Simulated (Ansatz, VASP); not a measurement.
Zr: VASP beside Ansatz

```xyz
2
Lattice="3.2392 0.0000 0.0000 -1.6196 2.8053 0.0000 0.0000 0.0000 5.1722" Properties=species:S:1:pos:R:3 pbc="T T T"
Zr    0.0000    1.8702    1.2931
Zr    1.6196    0.9351    3.8792
```

Alike in both runs: task single point; functional PBE; k mesh 6 × 6 × 4; occupations gaussian, width 0.1 eV; no spin polarisation.

```csv
,VASP,Ansatz
version,VASP 6.6.1,Ansatz 0.2.0
potentials or method,"VASP PAW PBE potentials, release 64 (Zr_sv), cutoff 500 eV","scalar-relativistic, plane waves, PAW"
valence electrons in the cell,24,24
```

|  | VASP | Ansatz | Ansatz less VASP |
| --- | --- | --- | --- |
| gap on the k mesh at the Fermi level (eV) | none | none | - |
| pressure (GPa) | -0.6 | -0.6 | -0.03 |
| traceless stress, the component that is largest in VASP (GPa) | 0.44 | 0.44 | -0.001 |

A gap of «none» marks a metal or a gap that the smearing closes.

The k mesh is coarse, so the values compare programs but aren't converged.
